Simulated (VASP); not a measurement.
# LiF (P6_3mc) in VASP: notebook

Runs on LiF. Level: PBEsol. Tasks: single point.

Program: VASP 6.6.1. These are calculated values, not measurements. Logs are shortened: lines on timing, memory, paths and dates and some standing lists are left out, and cuts for length are marked.

## (1) The cell of the first run

It takes space group P6_3mc (No. 186, hexagonal). The conventional cell has a = 3.183 Å, b = 3.183 Å, c = 4.807 Å, α = 90.00°, β = 90.00°, γ = 120.00°. Li (site symmetry 3m) has 4 F at 1.86 to 1.92 Å within 2.5 Å. Within 2.5 Å of F (site symmetry 3m) lie 4 Li at 1.86 to 1.92 Å.

## (2) Single point, PBEsol (strain +0.040 along x and y, +0.000 along z)

Input file INCAR:

```
SYSTEM = LiF
ALGO = Normal ; EDIFF = 1E-6
ENCUT = 520 ; GGA = PS
ISIF = 2 ; ISMEAR = 0
LASPH = .TRUE. ; LCHARG = .FALSE.
LREAL = .FALSE. ; LWAVE = .FALSE.
NBANDS = 18 ; NELM = 100
PREC = Accurate ; SIGMA = 0.05
```

Input file KPOINTS:

```
k-points
0
G
  9 9 6
  0 0 0
```

Input file POSCAR:

```
LiF
1.0
    3.1833774102      0.0000000000      0.0000000000
   -1.5916887051      2.7568857071      0.0000000000
    0.0000000000      0.0000000000      4.8073245700
Li F
2 2
Direct
    0.3333333333      0.6666666667      0.3811542600
    0.6666666667      0.3333333333      0.8811542600
    0.3333333333      0.6666666667      0.9938437400
    0.6666666667      0.3333333333      0.4938437400
```

Potentials or basis: VASP PAW PBE potentials, release 64 (Li_sv, F).

Command:

```
$ cat potpaw_PBE.64/Li_sv/POTCAR potpaw_PBE.64/F/POTCAR > POTCAR
$ mpirun -np 1 vasp_std > vasp.out
```

OUTCAR:

```text
SYSTEM = LiF
   EDIFF = 1E-6
   ENCUT = 520
   GGA = PS
   ISIF = 2
   ISMEAR = 0
   LASPH = .TRUE.
   LREAL = .FALSE.
   NELM = 100
   PREC = Accurate

 ion  position               nearest neighbor table
   1  0.333  0.667  0.381-   3 1.86   4 1.92   4 1.92   4 1.92
   2  0.667  0.333  0.881-   4 1.86   3 1.92   3 1.92   3 1.92
   3  0.333  0.667  0.994-   1 1.86   2 1.92   2 1.92   2 1.92
   4  0.667  0.333  0.494-   2 1.86   1 1.92   1 1.92   1 1.92

  LATTYP: Found a hexagonal cell.
 ALAT       =     3.1833774102
 C/A-ratio  =     1.5101334057

  Lattice vectors:

 A1 = (   3.1833774102,   0.0000000000,   0.0000000000)
 A2 = (  -1.5916887051,   2.7568857071,   0.0000000000)
 A3 = (   0.0000000000,   0.0000000000,   4.8073245700)

Analysis of symmetry for initial positions (statically):
=====================================================================
 Subroutine PRICEL returns:
 Original cell was already a primitive cell.

 Routine SETGRP: Setting up the symmetry group for a
 hexagonal supercell.

 Subroutine GETGRP returns: Found 12 space group operations
 (whereof  6 operations were pure point group operations)
 out of a pool of 24 trial point group operations.

The static configuration has the point symmetry C_3v.
 The point group associated with its full space group is C_6v.

Analysis of symmetry for dynamics (positions and initial velocities):
=====================================================================
 Subroutine PRICEL returns:
 Original cell was already a primitive cell.

 Routine SETGRP: Setting up the symmetry group for a
 hexagonal supercell.

 Subroutine GETGRP returns: Found 12 space group operations
 (whereof  6 operations were pure point group operations)
 out of a pool of 24 trial point group operations.

The dynamic configuration has the point symmetry C_3v.
 The point group associated with its full space group is C_6v.

 Subroutine INISYM returns: Found 12 space group operations
 (whereof  6 operations are pure point group operations),
 and found     1 'primitive' translations

----------------------------------------------------------------------------------------

                                     Primitive cell

  volume of cell :      42.1901

  direct lattice vectors                    reciprocal lattice vectors
     3.183377410  0.000000000  0.000000000     0.314131776  0.181364066  0.000000000
    -1.591688705  2.756885707  0.000000000     0.000000000  0.362728131  0.000000000
     0.000000000  0.000000000  4.807324570     0.000000000  0.000000000  0.208015911

  length of vectors
     3.183377410  3.183377410  4.807324570     0.362728131  0.362728131  0.208015911

  position of ions in fractional coordinates (direct lattice)
     0.333333333  0.666666667  0.381154260
     0.666666667  0.333333333  0.881154260
     0.333333333  0.666666667  0.993843740
     0.666666667  0.333333333  0.493843740

  ion indices of the primitive-cell ions
   primitive index   ion index
                 1           1
                 2           2
                 3           3
                 4           4

----------------------------------------------------------------------------------------

 KPOINTS: k-points

Automatic generation of k-mesh.
 Grid dimensions read from file:
 generate k-points for:    9    9    6

 Generating k-lattice:

  Cartesian coordinates                     Fractional coordinates (reciprocal lattice)
     0.034903531  0.020151563  0.000000000     0.111111111  0.000000000  0.000000000
     0.000000000  0.040303126  0.000000000     0.000000000  0.111111111  0.000000000
     0.000000000  0.000000000  0.034669319     0.000000000  0.000000000  0.166666667

  Length of vectors
     0.040303126  0.040303126  0.034669319

  Shift w.r.t. Gamma in fractional coordinates (k-lattice)
     0.000000000  0.000000000  0.000000000

 Subroutine IBZKPT returns following result:
 ===========================================

 Found     48 irreducible k-points:

 Following reciprocal coordinates:
            Coordinates               Weight
  0.000000  0.000000  0.000000      1.000000
  0.111111  0.000000  0.000000      6.000000
  0.222222 -0.000000  0.000000      6.000000
  0.333333  0.000000  0.000000      6.000000
  0.444444 -0.000000  0.000000      6.000000
  0.111111  0.111111  0.000000      6.000000
[... 16 lines left out ...]
  0.333333  0.222222  0.166667     24.000000
  0.333333  0.333333  0.166667      4.000000
 [... further k-points ...]
   k-points           NKPTS =     48   k-points in BZ     NKDIM =     48   number of bands    NBANDS=     18
   number of dos      NEDOS =    301   number of ions     NIONS =      4
   total plane-waves  NPLWV =  20736
   dimension x,y,z NGX =    24 NGY =   24 NGZ =   36
   dimension x,y,z NGXF=    48 NGYF=   48 NGZF=   72
   ions per type =               2   2
   NGX,Y,Z   is equivalent  to a cutoff of  12.53, 12.53, 12.45 a.u.
   NGXF,Y,Z  is equivalent  to a cutoff of  25.07, 25.07, 24.90 a.u.
 SYSTEM =  LiF
   PREC   = accura    normal or accurate (medium, high low for compatibility)
   ISTART =      0    job   : 0-new  1-cont  2-samecut
   ICHARG =      2    charge: 1-file 2-atom 10-const
   ISPIN  =      1    spin polarized calculation?
   LNONCOLLINEAR =      F non collinear calculations
   LSORBIT =      F    spin-orbit coupling
   LASPH  =      T    aspherical Exc in radial PAW
   ENCUT  =  520.0 eV  38.22 Ry    6.18 a.u.   5.92  5.92  8.94*2*pi/ulx,y,z
   NELM   =    100;   NELMIN=  2; NELMDL= -5     # of ELM steps
   EDIFF  = 0.1E-05   stopping-criterion for ELM
   LREAL  =      F    real-space projection
   EDIFFG = 0.1E-04   stopping-criterion for IOM
   NSW    =      0    number of steps for IOM
   IBRION =     -1    ionic relax: 0-MD 1-quasi-New 2-CG
   NFREE  =      0    steps in history (QN), initial steepest desc. (CG)
   ISIF   =      2    stress and relaxation
   ISYM   =      2    0-nonsym 1-usesym 2-fastsym
   POTIM  = 0.5000    time-step for ionic-motion
   TEBEG  =    0.0;   TEEND  =   0.0 temperature during run
   PSTRESS=    0.0 pullay stress
   NELECT =      20.0000    total number of electrons
   NUPDOWN=      -1.0000    fix difference up-down
   EMIN   =  10.00;   EMAX   =-10.00  energy-range for DOS
   EFERMI =   0.00;   METHOD = LEGACY
   ISMEAR =     0;   SIGMA  =   0.05  broadening in eV -4-tet -1-fermi 0-gaus
   EFERMI_NEDOS =   21; number of points for ismear=-14 and -15
   IALGO  =     38    algorithm
   IMIX   =      4    mixing-type and parameters
     AMIX     =   0.40;   BMIX     =  1.00
     AMIX_MAG =   1.60;   BMIX_MAG =  1.00
  volume/ion in A,a.u.               =      10.55        71.18
  Fermi-wavevector in a.u.,A,eV,Ry     =   1.276482  2.412201 22.169421  1.629406
  Thomas-Fermi vector in A             =   2.409136
   LORBIT       =      0    0 simple, 1 ext, 2 COOP (PROOUT), +10 PAW based schemes
   GGA     = PS    functional components
   LHFCALC =     F    Hartree Fock is set to
   AEXX    =    0.0000 exact exchange contribution
   IVDW    =     0    specifies the selected vdW correction
   LEPSILON=     F    determine dielectric tensor
   LRPA    =     F    only Hartree local field effects (RPA)
 non-spin polarized calculation
 Gauss-broadening in eV      SIGMA  =   0.05
  energy-cutoff  :      520.00
  volume of cell :       42.19
 maximum number of plane-waves:      1149
 NGX is ok and might be reduce to    24
   NGX = 11   NGY = 11   NGZ = 17

 number of electron      20.0000027 magnetization

 Free energy of the ion-electron system (eV)
  ---------------------------------------------------
  ext. energy  EPLUGINS =         0.00000000
  ---------------------------------------------------
  free energy    TOTEN  =       -19.58339188 eV

  energy without entropy =      -19.58339188  energy(sigma->0) =      -19.58339188

 E-fermi :  -2.5244     XC(G=0):  -8.7526

 val. band max:       -2.7781125602   @ k =   0.0000   0.0000   0.0000
 cond. band min:       4.5287600670   @ k =   0.0000   0.0000   0.0000
 fundamental gap:      7.3068726272
 Fermi energy:        -2.5244134781

 k-point     1 :       0.0000    0.0000    0.0000
  band No.  band energies     occupation
      1     -42.7472      2.00000
      2     -42.7086      2.00000
      3     -22.0297      2.00000
      4     -21.7926      2.00000
      5      -4.8342      2.00000
      6      -3.2977      2.00000
[... 10 lines left out ...]
     17      15.9260      0.00000
     18      17.5599      0.00000

 k-point     2 :       0.1111    0.0000    0.0000
  band No.  band energies     occupation
      1     -42.7442      2.00000
      2     -42.7078      2.00000
      3     -22.0149      2.00000
      4     -21.7907      2.00000
      5      -4.7747      2.00000
      6      -3.4133      2.00000
[... 10 lines left out ...]
     17      16.1045      0.00000
     18      17.3297      0.00000

 k-point     3 :       0.2222   -0.0000    0.0000
  band No.  band energies     occupation
      1     -42.7366      2.00000
      2     -42.7061      2.00000
      3     -21.9758      2.00000
      4     -21.7877      2.00000
      5      -4.6221      2.00000
      6      -3.7424      2.00000
[... 10 lines left out ...]
     17      16.2222      0.00000
     18      16.4321      0.00000

 k-point     4 :       0.3333    0.0000    0.0000
  band No.  band energies     occupation
      1     -42.7270      2.00000
      2     -42.7049      2.00000
      3     -21.9245      2.00000
      4     -21.7897      2.00000
      5      -4.5310      2.00000
      6      -4.0090      2.00000
[... 10 lines left out ...]
     17      15.9396      0.00000
     18      16.8453      0.00000

 k-point     5 :       0.4444   -0.0000    0.0000
  band No.  band energies     occupation
      1     -42.7194      2.00000
      2     -42.7055      2.00000
      3     -21.8814      2.00000
      4     -21.8007      2.00000
      5      -4.6575      2.00000
      6      -3.9397      2.00000
[... 10 lines left out ...]
     17      15.6501      0.00000
     18      17.1674      0.00000

 k-point     6 :       0.1111    0.1111    0.0000
  band No.  band energies     occupation
      1     -42.7389      2.00000
      2     -42.7066      2.00000
      3     -21.9880      2.00000
      4     -21.7882      2.00000
      5      -4.6649      2.00000
      6      -3.6322      2.00000
[... 10 lines left out ...]
     17      16.3541      0.00000
     18      16.9725      0.00000

 k-point     7 :       0.2222    0.1111    0.0000
  band No.  band energies     occupation
      1     -42.7303      2.00000
      2     -42.7051      2.00000
      3     -21.9426      2.00000
      4     -21.7875      2.00000
      5      -4.4997      2.00000
      6      -4.0420      2.00000
[... 10 lines left out ...]
     17      16.3644      0.00000
     18      16.7620      0.00000

 k-point     8 :       0.3333    0.1111    0.0000
  band No.  band energies     occupation
      1     -42.7214      2.00000
      2     -42.7051      2.00000
      3     -21.8936      2.00000
      4     -21.7955      2.00000
      5      -4.5637      2.00000
      6      -4.1138      2.00000
[... 10 lines left out ...]
     17      15.8609      0.00000
     18      17.0981      0.00000
[... 229 lines left out ...]
     17      16.1865      0.00000
     18      16.8239      0.00000

 k-point    20 :       0.3333    0.1111    0.1667
  band No.  band energies     occupation
      1     -42.7203      2.00000
      2     -42.7062      2.00000
      3     -21.8880      2.00000
      4     -21.8031      2.00000
      5      -4.5480      2.00000
      6      -4.1151      2.00000
[... 10 lines left out ...]
     17      15.8556      0.00000
     18      17.1024      0.00000

 k-point    21 :       0.4444    0.1111    0.1667
  band No.  band energies     occupation
      1     -42.7163      2.00000
      2     -42.7067      2.00000
      3     -21.8641      2.00000
      4     -21.8104      2.00000
      5      -4.6559      2.00000
      6      -4.0207      2.00000
[... 10 lines left out ...]
     17      15.6721      0.00000
     18      17.2313      0.00000

 k-point    22 :       0.2222    0.2222    0.1667
  band No.  band energies     occupation
      1     -42.7210      2.00000
      2     -42.7062      2.00000
      3     -21.8925      2.00000
      4     -21.8015      2.00000
      5      -4.3907      2.00000
      6      -4.3097      2.00000
[... 10 lines left out ...]
     17      16.1663      0.00000
     18      17.3573      0.00000

 k-point    23 :       0.3333    0.2222    0.1667
  band No.  band energies     occupation
      1     -42.7146      2.00000
      2     -42.7072      2.00000
      3     -21.8563      2.00000
      4     -21.8121      2.00000
      5      -4.6108      2.00000
      6      -4.1218      2.00000
[... 10 lines left out ...]
     17      15.6780      0.00000
     18      17.4268      0.00000

 k-point    24 :       0.3333    0.3333    0.1667
  band No.  band energies     occupation
      1     -42.7100      2.00000
      2     -42.7100      2.00000
      3     -21.8296      2.00000
      4     -21.8296      2.00000
      5      -4.6556      2.00000
      6      -3.9694      2.00000
[... 10 lines left out ...]
     17      15.1991      0.00000
     18      17.4205      0.00000

 [... further k-points ...]
[... 5 lines left out ...]
  --------------------------------------------------------------------------------------
  -------------------------------------------------------------------------------------
  Total       -0.9643723     -0.9643723     -0.2371892      0.0000000     -0.0000000      0.0000000
  in kB      -36.6222442    -36.6222442     -9.0073095      0.0000000     -0.0000000      0.0000000
  external PRESSURE =     -27.4172660 kB  Pullay stress =       0.0000000 kB

 VOLUME and BASIS-vectors are now :
 -----------------------------------------------------------------------------
  energy-cutoff  :      520.00
  volume of cell :       42.19
      direct lattice vectors                 reciprocal lattice vectors
     3.183377410  0.000000000  0.000000000     0.314131776  0.181364066  0.000000000
    -1.591688705  2.756885707  0.000000000     0.000000000  0.362728131  0.000000000
     0.000000000  0.000000000  4.807324570     0.000000000  0.000000000  0.208015911

 POSITION                                       TOTAL-FORCE (eV/Angst)
 -----------------------------------------------------------------------------------
     -0.00000      1.83792      1.83233        -0.000000      0.000000      0.119855
      1.59169      0.91896      4.23599         0.000000     -0.000000      0.119855
     -0.00000      1.83792      4.77773         0.000000     -0.000000     -0.119855
      1.59169      0.91896      2.37407        -0.000000      0.000000     -0.119855
 -----------------------------------------------------------------------------------
    total drift:                                0.000000      0.000000     -0.003709

  FREE ENERGIE OF THE ION-ELECTRON SYSTEM (eV)
  ---------------------------------------------------
  free  energy   TOTEN  =       -19.5833918766 eV

  energy  without entropy=      -19.5833918766  energy(sigma->0) =      -19.58339188
```

Wall time 11 s (1 thread of Intel Xeon 6975P-C (Granite Rapids), shared host); peak memory 0.16 GiB.

Results:

```yaml
Free_energy: -19.5834 eV
Largest_force: 0.120 eV/Å
Band_gap_on_the_k_mesh: 7.31 eV, direct
```

Forces on the atoms (eV/Å):
```
Li   0.000  0.000  0.120
Li   0.000  0.000  0.120
F    0.000  0.000 -0.120
F    0.000  0.000 -0.120
```

Levels at points of the mesh, in eV from the valence-band top:
```tsv
k point	band 6	band 7	band 8	band 9	band 10	band 11	band 12	band 13	band 14	band 15
(0.00, 0.00, 0.00)	-0.52	-0.52	-0.18	-0.18	0.00	7.31	11.71	14.73	17.67	17.67
(0.00, 0.00, 0.50)	-1.08	-0.35	-0.35	-0.35	-0.35	9.01	9.01	17.28	17.28	17.90
```

Caveat: the cell differs from its parent crystal (strain +0.040 along x and y, +0.000 along z); the cutoff is under 1.25 times the usual one of these potentials, so pressure, stress and relaxed cells hold a basis-set (Pulay) error; the PAW data sets were made with another functional, which shifts forces and pressure a little. A k mesh can miss the band edges.

## (3) Single point, PBEsol (strain +0.080 along x and y, -0.040 along z)

Input file INCAR:

```
PREC = Accurate ; ENCUT = 520
EDIFF = 1E-7 ; ISMEAR = 0
SIGMA = 0.05 ; LREAL = False
LASPH = True ; NELM = 100
ALGO = Normal ; ISIF = 2
LWAVE = False ; LCHARG = False
GGA = PS ; NBANDS = 18
```

Input file KPOINTS:

```
regular mesh
0
Gamma
  9 9 6
```

Input file POSCAR:

```
LiF
1.0
    3.3058150029      0.0000000000      0.0000000000
   -1.6529075014      2.8629197727      0.0000000000
    0.0000000000      0.0000000000      4.6150315872
Li F
2 2
Direct
    0.3333333333      0.6666666667      0.3811542600
    0.6666666667      0.3333333333      0.8811542600
    0.3333333333      0.6666666667      0.9938437400
    0.6666666667      0.3333333333      0.4938437400
```

Potentials or basis: VASP PAW PBE potentials, release 64 (Li_sv, F).

Command:

```
$ cat potpaw_PBE.64/Li_sv/POTCAR potpaw_PBE.64/F/POTCAR > POTCAR
$ mpirun -np 1 vasp_std > vasp.out
```

Run time: 18 s. Hardware: 1 thread of Intel Xeon 6975P-C (Granite Rapids), shared host; peak memory 0.18 GiB.

Results (log left out):

```
Free energy            : -19.4781 eV
Largest force          : 0.436 eV/Å
Band gap on the k mesh : 7.09 eV, direct
```

Forces in eV/Å, atoms in the order of the input:
```
Li   0.000  0.000  0.436
Li   0.000  0.000  0.436
F    0.000  0.000 -0.436
F    0.000  0.000 -0.436
```

Levels at points of the mesh, in eV from the valence-band top:
```tsv
k point	band 6	band 7	band 8	band 9	band 10	band 11	band 12	band 13	band 14	band 15
(0.00, 0.00, 0.00)	-0.63	-0.63	-0.20	-0.20	0.00	7.09	11.93	14.85	16.84	16.84
(0.00, 0.00, 0.50)	-1.02	-0.42	-0.42	-0.42	-0.42	8.89	8.89	17.04	17.04	17.04
```

Caveat: the cell differs from its parent crystal (strain +0.080 along x and y, -0.040 along z); the cutoff is under 1.25 times the usual one of these potentials, so pressure, stress and relaxed cells hold a basis-set (Pulay) error; the PAW data sets were made with another functional, which shifts forces and pressure a little.

(Continued in part 2 of 2.)
